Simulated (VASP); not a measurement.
A run of VASP 6.6.1 is set up as follows.

The input INCAR:

```
PREC = Accurate
ENCUT = 520
EDIFF = 1E-7
ISMEAR = 1
SIGMA = 0.05
LREAL = F
LASPH = T
NELM = 80
ALGO = Normal
ISIF = 2
LWAVE = F
LCHARG = F
GGA = PS
NBANDS = 12
```

The input KPOINTS:

```
regular mesh
0
Gamma
  17 17 17
```

Contents of POSCAR:

```
Ti
1.0
    0.0000000000      2.0273230900      2.0273230900
    2.0273230900      0.0000000000      2.0273230900
    2.0273230900      2.0273230900      0.0000000000
Ti
1
Direct
    0.0000000000      0.0000000000      0.0000000000
```

Potentials or basis: VASP PAW PBE potentials, release 64 (Ti_sv).

Launch:

```console
$ cat potpaw_PBE.64/Ti_sv/POTCAR > POTCAR
$ mpirun -np 1 vasp_std > vasp.out
```

Question: Estimate the band gap on the k mesh.

Answer: Zero (band 6 reaches 9.44 eV, above the bottom of band 7 at 8.05 eV).

Question: Estimate the pressure.

Answer: -0.3 GPa.

Caveat: the PAW data sets were made with another functional, which shifts forces and pressure a little.
